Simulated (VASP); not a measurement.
# Ba in VASP: a series of runs

The runs below take Ba through single point, with PBEsol.

All numbers are computed with VASP 6.6.1; they aren't measurements. Logs are shortened: lines on timing, memory, paths and dates and some standing lists are left out, and cuts for length are marked.

## 1. The cell of the first run

The structure is cubic, space group Im-3m (No. 229). The conventional cell has a = 5.079 Å, b = 5.079 Å, c = 5.079 Å, α = 90.00°, β = 90.00°, γ = 90.00°. Ba (site symmetry m-3m) has 14 Ba at 4.40 to 5.08 Å within 5.8 Å.

## 2. Single point, PBEsol

Contents of INCAR:

```
PREC     = Accurate       # precision mode
ENCUT    = 520            # plane-wave cutoff, eV
EDIFF    = 1E-7           # SCF threshold, eV
ISMEAR   = -1             # smearing method
SIGMA    = 0.05           # smearing width, eV
LREAL    = False          # projectors in reciprocal space
LASPH    = True           # aspherical terms in the spheres
NELM     = 80             # most SCF steps
ALGO     = Fast           # electronic algorithm
ISIF     = 2              # what is computed and relaxed
LWAVE    = False          # write WAVECAR
LCHARG   = False          # write CHGCAR
GGA      = PS             # functional
NBANDS   = 11             # bands
```

Contents of KPOINTS:

```
Automatic mesh
0
Gamma
  8 8 8
```

Contents of POSCAR:

```
Ba
1.0
   -2.5394840457      2.5394840457      2.5394840457
    2.5394840457     -2.5394840457      2.5394840457
    2.5394840457      2.5394840457     -2.5394840457
Ba
1
Direct
    0.0000000000      0.0000000000      0.0000000000
```

Potentials or basis: VASP PAW PBE potentials, release 64 (Ba_sv).

Started as:

```bash
$ cat potpaw_PBE.64/Ba_sv/POTCAR > POTCAR
$ mpirun -np 1 vasp_std > vasp.out
```

OUTCAR:

```text
PREC = Accurate
   ENCUT = 520
   EDIFF = 1E-7
   ISMEAR = -1
   LREAL = False
   LASPH = True
   NELM = 80
   ISIF = 2
   GGA = PS

 ion  position               nearest neighbor table
   1  0.000  0.000  0.000-

  LATTYP: Found a body centered cubic cell.
 ALAT       =     5.0789680914

  Lattice vectors:

 A1 = (  -2.5394840457,   2.5394840457,   2.5394840457)
 A2 = (   2.5394840457,  -2.5394840457,   2.5394840457)
 A3 = (   2.5394840457,   2.5394840457,  -2.5394840457)

Analysis of symmetry for initial positions (statically):
=====================================================================
 Subroutine PRICEL returns:
 Original cell was already a primitive cell.

 Routine SETGRP: Setting up the symmetry group for a
 body centered cubic supercell.

 Subroutine GETGRP returns: Found 48 space group operations
 (whereof 48 operations were pure point group operations)
 out of a pool of 48 trial point group operations.

The static configuration has the point symmetry O_h .

Analysis of symmetry for dynamics (positions and initial velocities):
=====================================================================
 Subroutine PRICEL returns:
 Original cell was already a primitive cell.

 Routine SETGRP: Setting up the symmetry group for a
 body centered cubic supercell.

 Subroutine GETGRP returns: Found 48 space group operations
 (whereof 48 operations were pure point group operations)
 out of a pool of 48 trial point group operations.

The dynamic configuration has the point symmetry O_h .

 Subroutine INISYM returns: Found 48 space group operations
 (whereof 48 operations are pure point group operations),
 and found     1 'primitive' translations

----------------------------------------------------------------------------------------

                                     Primitive cell

  volume of cell :      65.5083

  direct lattice vectors                    reciprocal lattice vectors
    -2.539484046  2.539484046  2.539484046     0.000000000  0.196890388  0.196890388
     2.539484046 -2.539484046  2.539484046     0.196890388  0.000000000  0.196890388
     2.539484046  2.539484046 -2.539484046     0.196890388  0.196890388  0.000000000

  length of vectors
     4.398515392  4.398515392  4.398515392     0.278445058  0.278445058  0.278445058

  position of ions in fractional coordinates (direct lattice)
     0.000000000  0.000000000  0.000000000

  ion indices of the primitive-cell ions
   primitive index   ion index
                 1           1

----------------------------------------------------------------------------------------

 KPOINTS: Automatic mesh

Automatic generation of k-mesh.
 Grid dimensions read from file:
 generate k-points for:    8    8    8

 Generating k-lattice:

  Cartesian coordinates                     Fractional coordinates (reciprocal lattice)
     0.000000000  0.024611299  0.024611299     0.125000000  0.000000000  0.000000000
     0.024611299  0.000000000  0.024611299     0.000000000  0.125000000  0.000000000
     0.024611299  0.024611299  0.000000000     0.000000000  0.000000000  0.125000000

  Length of vectors
     0.034805632  0.034805632  0.034805632

  Shift w.r.t. Gamma in fractional coordinates (k-lattice)
     0.000000000  0.000000000  0.000000000

 Subroutine IBZKPT returns following result:
 ===========================================

 Found     29 irreducible k-points:

 Following reciprocal coordinates:
            Coordinates               Weight
  0.000000  0.000000  0.000000      1.000000
  0.125000  0.000000  0.000000     12.000000
  0.250000  0.000000  0.000000     12.000000
  0.375000  0.000000  0.000000     12.000000
  0.500000  0.000000  0.000000      6.000000
  0.125000  0.125000  0.000000     24.000000
[... 16 lines left out ...]
 -0.250000  0.250000  0.250000      6.000000
 -0.375000  0.375000  0.250000     24.000000
 [... further k-points ...]
   k-points           NKPTS =     29   k-points in BZ     NKDIM =     29   number of bands    NBANDS=     11
   number of dos      NEDOS =    301   number of ions     NIONS =      1
   total plane-waves  NPLWV =  46656
   dimension x,y,z NGX =    36 NGY =   36 NGZ =   36
   dimension x,y,z NGXF=    72 NGYF=   72 NGZF=   72
   ions per type =               1
   NGX,Y,Z   is equivalent  to a cutoff of  13.61, 13.61, 13.61 a.u.
   NGXF,Y,Z  is equivalent  to a cutoff of  27.21, 27.21, 27.21 a.u.
 SYSTEM =  unknown system
   PREC   = accura    normal or accurate (medium, high low for compatibility)
   ISTART =      0    job   : 0-new  1-cont  2-samecut
   ICHARG =      2    charge: 1-file 2-atom 10-const
   ISPIN  =      1    spin polarized calculation?
   LNONCOLLINEAR =      F non collinear calculations
   LSORBIT =      F    spin-orbit coupling
   LASPH  =      T    aspherical Exc in radial PAW
   ENCUT  =  520.0 eV  38.22 Ry    6.18 a.u.   8.18  8.18  8.18*2*pi/ulx,y,z
   NELM   =     80;   NELMIN=  2; NELMDL= -5     # of ELM steps
   EDIFF  = 0.1E-06   stopping-criterion for ELM
   LREAL  =      F    real-space projection
   EDIFFG = 0.1E-05   stopping-criterion for IOM
   NSW    =      0    number of steps for IOM
   IBRION =     -1    ionic relax: 0-MD 1-quasi-New 2-CG
   NFREE  =      0    steps in history (QN), initial steepest desc. (CG)
   ISIF   =      2    stress and relaxation
   ISYM   =      2    0-nonsym 1-usesym 2-fastsym
   POTIM  = 0.5000    time-step for ionic-motion
   TEBEG  =    0.0;   TEEND  =   0.0 temperature during run
   PSTRESS=    0.0 pullay stress
   NELECT =      10.0000    total number of electrons
   NUPDOWN=      -1.0000    fix difference up-down
   EMIN   =  10.00;   EMAX   =-10.00  energy-range for DOS
   EFERMI =   0.00;   METHOD = LEGACY
   ISMEAR =    -1;   SIGMA  =   0.05  broadening in eV -4-tet -1-fermi 0-gaus
   EFERMI_NEDOS =   21; number of points for ismear=-14 and -15
   IALGO  =     68    algorithm
   IMIX   =      4    mixing-type and parameters
     AMIX     =   0.40;   BMIX     =  1.00
     AMIX_MAG =   1.60;   BMIX_MAG =  1.00
  volume/ion in A,a.u.               =      65.51       442.07
  Fermi-wavevector in a.u.,A,eV,Ry     =   0.874935  1.653388 10.415424  0.765512
  Thomas-Fermi vector in A             =   1.994536
   LORBIT       =      0    0 simple, 1 ext, 2 COOP (PROOUT), +10 PAW based schemes
   GGA     = PS    functional components
   LHFCALC =     F    Hartree Fock is set to
   AEXX    =    0.0000 exact exchange contribution
   IVDW    =     0    specifies the selected vdW correction
   LEPSILON=     F    determine dielectric tensor
   LRPA    =     F    only Hartree local field effects (RPA)
 non-spin polarized calculation
 RMM-DIIS sequential band-by-band and
  energy-cutoff  :      520.00
  volume of cell :       65.51
 maximum number of plane-waves:      1830
 NGX is ok and might be reduce to    36
   NGX = 17   NGY = 17   NGZ = 17

 number of electron      10.0000000 magnetization

 Free energy of the ion-electron system (eV)
  ---------------------------------------------------
  ext. energy  EPLUGINS =         0.00000000
  ---------------------------------------------------
  free energy    TOTEN  =        -2.13607682 eV

  energy without entropy =       -2.12723983  energy(sigma->0) =       -2.13165833

 E-fermi :   1.4051     XC(G=0):  -7.3802

 val. band max:        1.3654088998   @ k =  -0.3750   0.5000   0.2500
 cond. band min:       1.5000711012   @ k =   0.2500   0.2500   0.1250
 fundamental gap:      0.1346622014
 Fermi energy:         1.4050765820

 k-point     1 :       0.0000    0.0000    0.0000
  band No.  band energies     occupation
      1     -27.5157      2.00000
      2     -12.4669      2.00000
      3     -12.4669      2.00000
      4     -12.4669      2.00000
      5      -1.3341      2.00000
      6       3.1802      0.00000
      7       3.1802      0.00000
      8       3.1802      0.00000
      9       4.5607      0.00000
     10       4.5607      0.00000
     11       8.2398      0.00000

 k-point     2 :       0.1250    0.0000    0.0000
  band No.  band energies     occupation
      1     -27.5103      2.00000
      2     -12.5306      2.00000
      3     -12.4868      2.00000
      4     -12.4672      2.00000
      5      -1.0587      2.00000
      6       2.9667      0.00000
      7       3.0366      0.00000
      8       3.4645      0.00000
      9       4.2871      0.00000
     10       4.5501      0.00000
     11       8.5266      0.00000

 k-point     3 :       0.2500    0.0000    0.0000
  band No.  band energies     occupation
      1     -27.4974      2.00000
      2     -12.6790      2.00000
      3     -12.5342      2.00000
      4     -12.4679      2.00000
      5      -0.3556      2.00000
      6       2.5406      0.00000
      7       2.5481      0.00000
      8       4.2853      0.00000
      9       4.3138      0.00000
     10       4.6178      0.00000
     11       8.5036      0.00000

 k-point     4 :       0.3750    0.0000    0.0000
  band No.  band energies     occupation
      1     -27.4843      2.00000
      2     -12.8202      2.00000
      3     -12.5807      2.00000
      4     -12.4688      2.00000
      5       0.3339      2.00000
      6       2.2133      0.00000
      7       2.3457      0.00000
      8       4.5268      0.00000
      9       4.8621      0.00000
     10       5.5134      0.00000
     11       7.5014      0.00000
[... 239 lines left out ...]
 k-point    22 :       0.2500    0.2500    0.2500
  band No.  band energies     occupation
      1     -27.4766      2.00000
      2     -12.6722      2.00000
      3     -12.6722      2.00000
      4     -12.6722      2.00000
      5       1.8969      0.00011
      6       1.8969      0.00011
      7       1.8969      0.00011
      8       4.9379      0.00000
      9       5.1659      0.00000
     10       5.1659      0.00000
     11       7.9748      0.00000

 k-point    23 :      -0.2500    0.2500    0.2500
  band No.  band energies     occupation
      1     -27.4813      2.00000
      2     -12.6867      2.00000
      3     -12.6070      2.00000
      4     -12.6070      2.00000
      5       0.4675      2.00000
      6       2.1809      0.00000
      7       3.2162      0.00000
      8       3.2162      0.00000
      9       4.2592      0.00000
     10       4.9009      0.00000
     11       8.1951      0.00000

 k-point    24 :      -0.3750    0.3750    0.2500
  band No.  band energies     occupation
      1     -27.4700      2.00000
      2     -12.7725      2.00000
      3     -12.6573      2.00000
      4     -12.6191      2.00000
      5       1.0409      1.99863
      6       1.6676      0.01044
      7       3.2208      0.00000
      8       3.4330      0.00000
      9       4.8010      0.00000
     10       5.2303      0.00000
     11       8.2672      0.00000

 [... further k-points ...]

------------------------ aborting loop because EDIFF is reached ----------------------------------------

  FORCE on cell =-STRESS in cart. coord.  units (eV):
  Direction    XX          YY          ZZ          XY          YZ          ZX
  --------------------------------------------------------------------------------------
  -------------------------------------------------------------------------------------
  Total       -0.3833330     -0.3833330     -0.3833330      0.0000000     -0.0000000      0.0000000
  in kB       -9.3754123     -9.3754123     -9.3754123      0.0000000     -0.0000000      0.0000000
  external PRESSURE =      -9.3754123 kB  Pullay stress =       0.0000000 kB

 VOLUME and BASIS-vectors are now :
 -----------------------------------------------------------------------------
  energy-cutoff  :      520.00
  volume of cell :       65.51
      direct lattice vectors                 reciprocal lattice vectors
    -2.539484046  2.539484046  2.539484046     0.000000000  0.196890388  0.196890388
     2.539484046 -2.539484046  2.539484046     0.196890388  0.000000000  0.196890388
     2.539484046  2.539484046 -2.539484046     0.196890388  0.196890388  0.000000000

 POSITION                                       TOTAL-FORCE (eV/Angst)
 -----------------------------------------------------------------------------------
      0.00000      0.00000      0.00000         0.000000     -0.000000      0.000000
 -----------------------------------------------------------------------------------
    total drift:                                0.000000      0.000000      0.000000

  FREE ENERGIE OF THE ION-ELECTRON SYSTEM (eV)
  ---------------------------------------------------
  free  energy   TOTEN  =        -2.1360768201 eV

  energy  without entropy=       -2.1272398346  energy(sigma->0) =       -2.13165833
```

Run time: 19 s. Hardware: 1 thread of AMD EPYC 7R43 (Zen 3), shared host; peak memory 0.17 GiB.

What came out:

```yaml
Free_energy: -2.1361 eV
Pressure: -0.9 GPa
Band_gap_on_the_k_mesh: zero (band 5 reaches 1.90 eV, above the bottom of band 6 at 0.93 eV)
```

Caveat: the PAW data sets were made with another functional, which shifts forces and pressure a little; spin-orbit coupling is left out, which moves the levels of the heavy elements.

## 3. Single point, PBEsol

This run uses another cell than the first one, of 66.77 Å³/atom, 1.019 times its volume.

Contents of INCAR:

```
SYSTEM = Ba
  ALGO = Normal
  EDIFF = 1E-7
  ENCUT = 520
  GGA = PS
  ISIF = 2
  ISMEAR = -1
  LASPH = .True.
  LCHARG = .False.
  LREAL = .False.
  LWAVE = .False.
  NBANDS = 11
  NELM = 80
  PREC = Accurate
  SIGMA = 0.05
```

Contents of KPOINTS:

```
k-points
0
Gamma
  8 8 8
  0 0 0
```

Contents of POSCAR:

```
Ba
1.0
   -2.5556595394      2.5556595394      2.5556595394
    2.5556595394     -2.5556595394      2.5556595394
    2.5556595394      2.5556595394     -2.5556595394
Ba
1
Direct
    0.0000000000      0.0000000000      0.0000000000
```

Potentials or basis: VASP PAW PBE potentials, release 64 (Ba_sv).

Started as:

```bash
$ cat potpaw_PBE.64/Ba_sv/POTCAR > POTCAR
$ mpirun -np 1 vasp_std > vasp.out
```

Run time: 17 s. Hardware: 1 thread of AMD EPYC 7R43 (Zen 3), shared host; peak memory 0.17 GiB.

It converged, with:

- Free energy: -2.1282 eV
- Pressure: -1.1 GPa
- Band gap on the k mesh: zero (band 5 reaches 1.82 eV, above the bottom of band 6 at 0.89 eV)

Levels at points of the mesh, in eV from the Fermi level:
```
           k point  band 2  band 3  band 4  band 5  band 6  band 7  band 8  band 9
(0.00, 0.00, 0.00)  -13.92  -13.92  -13.92   -2.73    1.75    1.75    1.75    3.11
(0.50, 0.00, 0.00)  -14.30  -14.04  -13.92   -0.87    0.68    1.10    3.04    3.60
(0.50, 0.50, 0.50)  -14.19  -14.19  -14.19   -0.46   -0.46    4.07    4.07    4.07
```

Caveat: the PAW data sets were made with another functional, which shifts forces and pressure a little; spin-orbit coupling is left out, which moves the levels of the heavy elements.

## 4. Single point, PBEsol (the cell strained at random)

Contents of INCAR:

```
SYSTEM = Ba
  PREC = Accurate
  ENCUT = 520
  EDIFF = 1E-6
  ISMEAR = -1
  SIGMA = 0.05
  LREAL = .FALSE.
  LASPH = .TRUE.
  NELM = 80
  ALGO = Fast
  ISIF = 2
  LWAVE = .FALSE.
  LCHARG = .FALSE.
  GGA = PS
  NBANDS = 11
```

Contents of KPOINTS:

```
regular mesh
0
G
  8 8 8
  0 0 0
```

Contents of POSCAR:

```
Ba
1.0
   -2.4717600000      2.4776470000      2.4485140000
    2.5653110000     -2.5280200000      2.5924380000
    2.4506570000      2.5069170000     -2.4988870000
Ba
1
Direct
   -0.0010750000      0.0047450000     -0.0114680000
```

Started as:

```bash
$ cat potpaw_PBE.64/Ba_sv/POTCAR > POTCAR
$ mpirun -np 1 vasp_std > vasp.out
```

Run time: 98 s. Hardware: 1 thread of AMD EPYC 7R43 (Zen 3), shared host; peak memory 0.28 GiB.

It converged, with:

| Quantity | Value |
| --- | --- |
| Free energy | -2.1448 eV |
| Pressure | -0.6 GPa |
| Band gap on the k mesh | zero (band 5 reaches 1.97 eV, above the bottom of band 6 at 1.00 eV) |

Stress tensor (GPa, compression positive):
```
-0.65  0.06 -0.40
 0.06 -0.61  0.20
-0.40  0.20 -0.68
```

Levels at points of the mesh, in eV from the Fermi level:
```tsv
k point	band 2	band 3	band 4	band 5	band 6	band 7	band 8	band 9
(0.00, 0.00, 0.00)	-13.79	-13.77	-13.76	-2.75	1.69	1.75	2.01	3.25
(0.50, 0.00, 0.00)	-14.26	-13.94	-13.78	-0.87	0.70	1.34	3.16	3.73
(0.00, 0.50, 0.00)	-14.22	-13.90	-13.77	-0.92	0.69	1.14	3.29	3.93
(0.50, 0.50, 0.00)	-14.24	-13.92	-13.78	-0.89	0.65	1.27	3.28	3.85
(0.00, 0.00, 0.50)	-14.25	-13.94	-13.78	-0.88	0.65	1.32	3.24	3.80
(0.50, 0.00, 0.50)	-14.27	-13.95	-13.78	-0.87	0.75	1.38	3.06	3.63
(0.00, 0.50, 0.50)	-14.24	-13.91	-13.77	-0.90	0.67	1.21	3.28	3.89
(0.50, 0.50, 0.50)	-14.14	-14.10	-14.06	-0.53	-0.52	4.23	4.41	4.44
```

Caveat: the cell differs from its parent crystal (the cell strained at random); the PAW data sets were made with another functional, which shifts forces and pressure a little; spin-orbit coupling is left out, which moves the levels of the heavy elements.

## 5. The runs side by side

```csv
cell,gap on the mesh (eV),pressure (GPa)
"a = 4.399 Å, angles 109.5°, 1 atom",none,-0.9
"a = 4.427 Å, angles 109.5°, 1 atom",none,-1.1
"a = 4.271, b = 4.438, c = 4.305 Å, angles 110.0, 108.9, 109.3°, 1 atom",none,-0.6
```

Alike in all rows: task single point; level PBEsol; potentials or basis VASP PAW PBE potentials, release 64 (Ba_sv); no spin polarisation; k mesh 8 × 8 × 8; cutoff (eV) 520; smearing fermi-dirac 0.05 eV.

Caveats: the PAW data sets were made with another functional, which shifts forces and pressure a little; spin-orbit coupling is left out, which moves the levels of the heavy elements.

Total energies depend on the potentials used, so only differences within one code and one set of settings carry meaning.
